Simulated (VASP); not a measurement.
ScSi2O3: single point with PBE

ScSi2O3:

```xyz
6
Lattice="5.7641 0.0000 0.0000 -2.8821 4.9919 0.0000 0.0000 0.0000 2.7379" Properties=species:S:1:pos:R:3 pbc="T T T"
Sc    0.0000    0.0000    1.3690
Si    0.0000    3.3279    1.3690
Si    2.8821    1.6640    1.3690
O     2.0214    0.0000    1.3690
O    -1.0107    1.7506    1.3690
O     1.8714    3.2413    1.3690
```

```json
{
  "Program": "VASP 6.6.1",
  "Task": "single point",
  "Functional": "PBE",
  "Potentials or basis": "VASP PAW PBE potentials, release 64 (Sc_sv, Si, O)",
  "Cutoff": "520 eV",
  "k mesh": "6 × 6 × 4",
  "Occupations": "gaussian, width 0.1 eV",
  "Spin": "no spin polarisation",
  "Dipole correction": "no",
  "Further INCAR settings": "ALGO = Normal; EDIFF = 1e-07; NBANDS = 28"
}
```

```yaml
Pressure: 0.5 GPa
Largest_force: 0.066 eV/Å
```

Forces on the atoms (eV/Å):
```
Sc   0.000  0.000  0.000
Si   0.000  0.000  0.000
Si   0.000  0.000  0.000
O    0.066  0.000  0.000
O   -0.033  0.057  0.000
O   -0.033 -0.057  0.000
```

Stress tensor (GPa, compression positive):
```
0.70 0.00 0.00
0.00 0.70 0.00
0.00 0.00 0.08
```

Levels at points of the mesh, in eV from the Fermi level:
```csv
k point,band 16,band 17,band 18,band 19,band 20,band 21
"(0.00, 0.00, 0.00)",-3.72,-3.72,-1.98,-0.45,0.68,0.68
"(0.50, 0.00, 0.00)",-3.62,-2.75,-2.33,-1.93,-0.10,1.44
"(0.00, 0.00, 0.50)",-6.28,-2.83,-0.54,-0.41,-0.41,-0.30
"(0.50, 0.00, 0.50)",-6.04,-2.39,-1.35,0.28,0.42,0.92
```

Wall time 24 s on 1 thread of Intel(R) Xeon(R) 6975P-C (Granite Rapids), on a shared host, peak memory 0.22 GiB.

Caveat: the k points lie up to 0.57 Å⁻¹ apart; an odd number of electrons without spin polarisation forces a metal; a magnetic or distorted state may lie lower.
